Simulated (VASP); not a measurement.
# ZrO2 (P4_2/nmc) in VASP: settings compared

Aim: see how the results for ZrO2 move with the level of theory and the settings. Levels: r2SCAN, HSE06. Tasks: single point.

All numbers are computed with VASP 6.6.1; they aren't measurements. Logs are shortened: lines on timing, memory, paths and dates and some standing lists are left out, and cuts for length are marked.

### Step 1. The cell of the first run

The structure is tetragonal, space group P4_2/nmc (No. 137). Conventional cell: a = 3.565 Å, b = 3.565 Å, c = 5.175 Å, α = 90.00°, β = 90.00°, γ = 90.00°. Zr (site symmetry -4m2) has 8 O at 2.07 to 2.35 Å within 2.7 Å. Within 2.7 Å of O (site symmetry 2mm) lie 4 Zr at 2.07 to 2.35 Å and 6 O at 2.57 to 2.59 Å.

### Step 2. Single point, r2SCAN, non-collinear spin, zero start, spin-orbit coupling (strain -1.0%)

Input file POSCAR:

```
ZrO2
1.0
    3.5650182537      0.0000000000      0.0000000000
    0.0000000000      3.5650182537      0.0000000000
    0.0000000000      0.0000000000      5.1748882163
Zr O
2 4
Direct
    0.0000000000      0.0000000000      0.0000000000
    0.5000000000      0.5000000000      0.5000000000
    0.0000000000      0.5000000000      0.2971775721
    0.0000000000      0.5000000000      0.7971775721
    0.5000000000      0.0000000000      0.7028224279
    0.5000000000      0.0000000000      0.2028224279
```

Input file INCAR.step1:

```
PREC = Accurate
ENCUT = 660
ISMEAR = 0
SIGMA = 0.01
LREAL = F
LASPH = T
NELM = 200
LNONCOLLINEAR = T
MAGMOM = 0 0 0 0 0 0 0 0 0 0 0 0 0 0 0 0 0 0
LSORBIT = T
GGA_COMPAT = F
LMAXMIX = 4
NBANDS = 64
GGA = PE
ALGO = Normal
EDIFF = 1E-5
LWAVE = T
LCHARG = F
KPAR = 4
```

Input file INCAR.step2:

```
PREC = Accurate
ENCUT = 660
EDIFF = 1E-6
ISMEAR = 0
SIGMA = 0.01
LREAL = F
LASPH = T
NELM = 200
ALGO = Normal
ISIF = 2
LWAVE = F
LCHARG = F
LNONCOLLINEAR = T
MAGMOM = 0 0 0 0 0 0 0 0 0 0 0 0 0 0 0 0 0 0
LORBIT = 11
LSORBIT = T
GGA_COMPAT = F
LORBMOM = T
LMAXMIX = 4
METAGGA = R2SCAN
LMIXTAU = T
NBANDS = 64
ISTART = 1
KPAR = 4
```

Input file KPOINTS:

```
Automatic mesh
0
Gamma
  8 8 6
```

Potentials or basis: VASP PAW PBE potentials, release 64 (Zr_sv, O).

On the command line:

```console
cat potpaw_PBE.64/Zr_sv/POTCAR potpaw_PBE.64/O/POTCAR > POTCAR
cp INCAR.step1 INCAR
mpirun -np 4 vasp_ncl > vasp.out
cp INCAR.step2 INCAR
mpirun -np 4 vasp_ncl > vasp.out
```

OUTCAR:

```text
PREC = Accurate
   ENCUT = 660
   EDIFF = 1E-6
   ISMEAR = 0
   LREAL = F
   LASPH = T
   NELM = 200
   ISIF = 2
   LNONCOLLINEAR = T
   LORBIT = 11
   LSORBIT = T
   METAGGA = R2SCAN
   ISTART = 1

 ion  position               nearest neighbor table
   1  0.000  0.000  0.000-   4 2.07   6 2.07   4 2.07   6 2.07   3 2.35   5 2.35   5 2.35   3 2.35
                             2 3.61   2 3.61   2 3.61   2 3.61   2 3.61   2 3.61   2 3.61   2 3.61
   2  0.500  0.500  0.500-   3 2.07   5 2.07   5 2.07   3 2.07   4 2.35   6 2.35   6 2.35   4 2.35
                             1 3.61   1 3.61   1 3.61   1 3.61   1 3.61   1 3.61   1 3.61   1 3.61
   3  0.000  0.500  0.297-   2 2.07   2 2.07   1 2.35   1 2.35
   4  0.000  0.500  0.797-   1 2.07   1 2.07   2 2.35   2 2.35
   5  0.500  0.000  0.703-   2 2.07   2 2.07   1 2.35   1 2.35
   6  0.500  0.000  0.203-   1 2.07   1 2.07   2 2.35   2 2.35

  LATTYP: Found a simple tetragonal cell.
 ALAT       =     3.5650182537
 C/A-ratio  =     1.4515741149

  Lattice vectors:

 A1 = (   3.5650182537,   0.0000000000,   0.0000000000)
 A2 = (   0.0000000000,   3.5650182537,   0.0000000000)
 A3 = (   0.0000000000,   0.0000000000,   5.1748882163)

Analysis of symmetry for initial positions (statically):
=====================================================================
 Subroutine PRICEL returns:
 Original cell was already a primitive cell.

 Routine SETGRP: Setting up the symmetry group for a
 simple tetragonal supercell.

 Subroutine GETGRP returns: Found 16 space group operations
 (whereof  8 operations were pure point group operations)
 out of a pool of 16 trial point group operations.

The static configuration has the point symmetry D_2d.
 The point group associated with its full space group is D_4h.

Analysis of symmetry for dynamics (positions and initial velocities):
=====================================================================
 Subroutine PRICEL returns:
 Original cell was already a primitive cell.

 Routine SETGRP: Setting up the symmetry group for a
 simple tetragonal supercell.

 Subroutine GETGRP returns: Found 16 space group operations
 (whereof  8 operations were pure point group operations)
 out of a pool of 16 trial point group operations.

The dynamic configuration has the point symmetry D_2d.
 The point group associated with its full space group is D_4h.

Analysis of structural, dynamic, and magnetic symmetry:
=====================================================================
 Subroutine PRICEL returns:
 Original cell was already a primitive cell.

 Routine SETGRP: Setting up the symmetry group for a
 simple tetragonal supercell.

 Subroutine GETGRP returns: Found 16 space group operations
 (whereof  8 operations were pure point group operations)
 out of a pool of 16 trial point group operations.

The overall configuration has the point symmetry D_2d.
 The point group associated with its full space group is D_4h.

 Subroutine INISYM returns: Found 16 space group operations
 (whereof  8 operations are pure point group operations),
 and found     1 'primitive' translations

----------------------------------------------------------------------------------------

                                     Primitive cell

  volume of cell :      65.7695

  direct lattice vectors                    reciprocal lattice vectors
     3.565018254  0.000000000  0.000000000     0.280503473  0.000000000  0.000000000
     0.000000000  3.565018254  0.000000000     0.000000000  0.280503473  0.000000000
     0.000000000  0.000000000  5.174888216     0.000000000  0.000000000  0.193240889

  length of vectors
     3.565018254  3.565018254  5.174888216     0.280503473  0.280503473  0.193240889

  position of ions in fractional coordinates (direct lattice)
     0.000000000  0.000000000  0.000000000
     0.500000000  0.500000000  0.500000000
     0.000000000  0.500000000  0.297177572
     0.000000000  0.500000000  0.797177572
     0.500000000  0.000000000  0.702822428
     0.500000000  0.000000000  0.202822428

  ion indices of the primitive-cell ions
[... 144 lines left out ...]
      5     -21.1816      1.00000
      6     -21.1816      1.00000
[... 1501 lines left out ...]
     59      13.6990      0.00000
     60      13.6990      0.00000

 [... further k-points ...]

 [bands above 60 left out]

------------------------ aborting loop because EDIFF is reached ----------------------------------------

  FORCE on cell =-STRESS in cart. coord.  units (eV):
  Direction    XX          YY          ZZ          XY          YZ          ZX
  --------------------------------------------------------------------------------------
  -------------------------------------------------------------------------------------
  Total        3.0301784      3.0301784      1.9913248      0.0000000      0.0000000      0.0000000
  in kB       73.8166441     73.8166441     48.5096559      0.0000000      0.0000000      0.0000000
  external PRESSURE =      65.3809813 kB  Pullay stress =       0.0000000 kB

 VOLUME and BASIS-vectors are now :
 -----------------------------------------------------------------------------
  energy-cutoff  :      660.00
  volume of cell :       65.77
      direct lattice vectors                 reciprocal lattice vectors
     3.565018254  0.000000000  0.000000000     0.280503473  0.000000000  0.000000000
     0.000000000  3.565018254  0.000000000     0.000000000  0.280503473  0.000000000
     0.000000000  0.000000000  5.174888216     0.000000000  0.000000000  0.193240889

 POSITION                                       TOTAL-FORCE (eV/Angst)
 -----------------------------------------------------------------------------------
      0.00000      0.00000      0.00000        -0.000000      0.000000      0.000000
      1.78251      1.78251      2.58744         0.000000     -0.000000      0.000000
      0.00000      1.78251      1.53786         0.000000      0.000000     -0.024461
      0.00000      1.78251      4.12530         0.000000     -0.000000     -0.024461
      1.78251      0.00000      3.63703        -0.000000      0.000000      0.024461
      1.78251      0.00000      1.04958        -0.000000      0.000000      0.024461
 -----------------------------------------------------------------------------------
    total drift:                                0.000000     -0.000000      0.000000

  FREE ENERGIE OF THE ION-ELECTRON SYSTEM (eV)
  ---------------------------------------------------
  free  energy   TOTEN  =       -91.9862180467 eV

  energy  without entropy=      -91.9862180467  energy(sigma->0) =      -91.98621805

 orbital moment (x)

 # of ion     p       d       tot
 ----------------------------------------
  1        -0.000   0.000  -0.000
  2        -0.000  -0.000  -0.000
  3         0.000   0.000   0.000
  4        -0.000   0.000  -0.000
  5        -0.000   0.000  -0.000
  6         0.000   0.000   0.000
 ----------------------------------------
           -0.000   0.000  -0.000

 orbital moment (y)

 # of ion     p       d       tot
 ----------------------------------------
  1         0.000  -0.000  -0.000
  2         0.000  -0.000  -0.000
  3         0.000   0.000   0.000
  4         0.000   0.000   0.000
  5         0.000   0.000   0.000
  6         0.000   0.000   0.000
 ----------------------------------------
            0.000  -0.000  -0.000

 orbital moment (z)

 # of ion     p       d       tot
 ----------------------------------------
  1         0.000   0.000   0.000
  2         0.000   0.000   0.000
  3         0.000   0.000   0.000
  4        -0.000   0.000  -0.000
  5         0.000   0.000   0.000
  6        -0.000   0.000  -0.000
 ----------------------------------------
            0.000   0.000   0.000

 Spin-Orbit-Coupling matrix elements

 Ion:    1  E_soc:     -0.1270627
 l=   1
     0.0000000    -0.0208711    -0.0208617
    -0.0208711     0.0000000    -0.0208711
    -0.0208617    -0.0208711     0.0000000
 l=   2
     0.0000000    -0.0000565     0.0000000    -0.0000565    -0.0002399
    -0.0000565     0.0000000    -0.0001660    -0.0000818    -0.0000804
     0.0000000    -0.0001660     0.0000000    -0.0001660     0.0000000
    -0.0000565    -0.0000818    -0.0001660     0.0000000    -0.0000804
    -0.0002399    -0.0000804     0.0000000    -0.0000804     0.0000000
 l=   3
     0.0000000     0.0000000     0.0000000     0.0000000     0.0000000     0.0000000     0.0000000
     0.0000000     0.0000000     0.0000000     0.0000000     0.0000000     0.0000000     0.0000000
     0.0000000     0.0000000     0.0000000     0.0000000     0.0000000     0.0000000     0.0000000
     0.0000000     0.0000000     0.0000000     0.0000000     0.0000000     0.0000000     0.0000000
[... 89 lines left out ...]
 l=   2
     0.0000000     0.0000000     0.0000000     0.0000000     0.0000000
     0.0000000     0.0000000     0.0000000     0.0000000     0.0000000
     0.0000000     0.0000000     0.0000000     0.0000000     0.0000000
     0.0000000     0.0000000     0.0000000     0.0000000     0.0000000
     0.0000000     0.0000000     0.0000000     0.0000000     0.0000000
 l=   3
     0.0000000     0.0000000     0.0000000     0.0000000     0.0000000     0.0000000     0.0000000
     0.0000000     0.0000000     0.0000000     0.0000000     0.0000000     0.0000000     0.0000000
     0.0000000     0.0000000     0.0000000     0.0000000     0.0000000     0.0000000     0.0000000
     0.0000000     0.0000000     0.0000000     0.0000000     0.0000000     0.0000000     0.0000000
     0.0000000     0.0000000     0.0000000     0.0000000     0.0000000     0.0000000     0.0000000
     0.0000000     0.0000000     0.0000000     0.0000000     0.0000000     0.0000000     0.0000000
     0.0000000     0.0000000     0.0000000     0.0000000     0.0000000     0.0000000     0.0000000

 total charge

# of ion       s       p       d       tot
------------------------------------------
    1        2.174   6.058   1.334   9.566
    2        2.174   6.058   1.334   9.566
    3        1.568   3.582   0.000   5.150
    4        1.568   3.582   0.000   5.150
    5        1.568   3.582   0.000   5.150
    6        1.568   3.582   0.000   5.150
--------------------------------------------------
tot         10.621  26.444   2.669  39.734

 magnetization (x)

# of ion       s       p       d       tot
------------------------------------------
    1        0.000   0.000   0.000   0.000
    2        0.000   0.000   0.000   0.000
    3        0.000   0.000   0.000   0.000
    4        0.000   0.000   0.000   0.000
    5        0.000   0.000   0.000   0.000
    6        0.000   0.000   0.000   0.000
--------------------------------------------------
tot          0.000   0.000   0.000   0.000

 magnetization (y)

# of ion       s       p       d       tot
------------------------------------------
    1       -0.000  -0.000   0.000  -0.000
    2       -0.000  -0.000   0.000  -0.000
    3        0.000   0.000   0.000   0.000
    4        0.000   0.000   0.000   0.000
    5       -0.000   0.000   0.000   0.000
    6        0.000   0.000   0.000   0.000
--------------------------------------------------
tot          0.000  -0.000   0.000   0.000

 magnetization (z)

# of ion       s       p       d       tot
------------------------------------------
    1        0.000   0.000   0.000   0.000
    2        0.000  -0.000   0.000   0.000
    3        0.000   0.000   0.000   0.000
    4        0.000   0.000   0.000   0.000
    5        0.000  -0.000   0.000  -0.000
    6        0.000   0.000   0.000   0.000
--------------------------------------------------
tot          0.000   0.000   0.000   0.000
```

Wall time 15 min (4 MPI ranks of Oxide Virtual Turin-like, shared host); peak memory 0.76 GiB.

What came out:

```
Free energy                                           : -91.9862 eV
Pressure                                              : 6.5 GPa
Largest force                                         : 0.024 eV/Å
Net moment                                            : 0.00 μB per cell
Valence electrons inside the program's atomic spheres : Zr 9.57; O 5.15
```

Forces on the atoms (eV/Å):
```
Zr   0.000  0.000  0.000
Zr   0.000  0.000  0.000
O    0.000  0.000 -0.024
O    0.000  0.000 -0.024
O    0.000  0.000  0.024
O    0.000  0.000  0.024
```

Moments on the atoms (μB; x, y, z):
```
Zr  0.00 0.00 0.00
Zr  0.00 0.00 0.00
O   0.00 0.00 0.00
O   0.00 0.00 0.00
O   0.00 0.00 0.00
O   0.00 0.00 0.00
```

Caveat: the cell differs from its parent crystal (strain -1.0%); the cell stands under pressure; the PAW data sets were made with another functional, which shifts forces and pressure a little.

### Step 3. Single point, HSE06 (strain -1.0%)

POSCAR is that of step 2.

Input file INCAR.step1:

```
SYSTEM = ZrO2
PREC = Accurate ; ENCUT = 520
EDIFF = 1E-5 ; ISMEAR = 0
SIGMA = 0.01 ; LREAL = .FALSE.
LASPH = .TRUE. ; NELM = 120
ALGO = Normal ; ISIF = 2
LWAVE = .TRUE. ; LCHARG = .FALSE.
NBANDS = 33 ; GGA = PE
GGA_COMPAT = .FALSE. ; KPAR = 4
```

Input file INCAR.step2:

```
SYSTEM = ZrO2
PREC = Accurate ; ENCUT = 520
EDIFF = 1E-6 ; ISMEAR = 0
SIGMA = 0.01 ; LREAL = .FALSE.
LASPH = .TRUE. ; NELM = 120
ALGO = Normal ; ISIF = 2
LWAVE = .FALSE. ; LCHARG = .FALSE.
GGA = PE ; LHFCALC = .TRUE.
HFSCREEN = 0.2079 ; PRECFOCK = Normal
NBANDS = 33 ; ISTART = 1
GGA_COMPAT = .FALSE. ; KPAR = 4
```

Input file KPOINTS:

```
regular mesh
0
G
  4 4 4
  0 0 0
```

Potentials or basis: VASP PAW PBE potentials, release 64 (Zr_sv, O).

On the command line:

```console
cat potpaw_PBE.64/Zr_sv/POTCAR potpaw_PBE.64/O/POTCAR > POTCAR
cp INCAR.step1 INCAR
mpirun -np 4 vasp_std > vasp.out
cp INCAR.step2 INCAR
mpirun -np 4 vasp_std > vasp.out
```

Wall time 41 min (4 MPI ranks of Oxide Virtual Turin-like, shared host); peak memory 0.28 GiB.

Results (log left out):

- Free energy: -69.2728 eV
- Pressure: 4.1 GPa
- Band gap on the k mesh: 5.76 eV (least direct gap 5.85 eV)

Stress tensor (GPa, compression positive):
```
4.94 0.00 0.00
0.00 4.94 0.00
0.00 0.00 2.40
```

Levels at points of the mesh, in eV from the valence-band top:
```csv
k point,band 21,band 22,band 23,band 24,band 25,band 26,band 27,band 28
"(0.00, 0.00, 0.00)",-0.62,-0.21,-0.10,-0.10,5.76,6.24,6.90,7.17
"(0.50, 0.00, 0.00)",-1.59,-1.59,-0.18,-0.18,6.19,6.19,7.21,7.21
"(0.50, 0.50, 0.00)",-0.99,-0.99,-0.29,-0.29,6.98,6.98,7.16,7.16
"(0.00, 0.00, 0.50)",-0.55,-0.55,0.00,0.00,6.40,6.40,6.94,6.94
"(0.50, 0.00, 0.50)",-1.43,-1.43,-1.01,-1.01,6.32,6.32,6.59,6.59
"(0.50, 0.50, 0.50)",-1.46,-1.46,0.00,0.00,7.07,7.07,7.38,7.38
```

Caveat: the k points lie up to 0.44 Å⁻¹ apart; the cell differs from its parent crystal (strain -1.0%); the PAW data sets were made with another functional, which shifts forces and pressure a little.
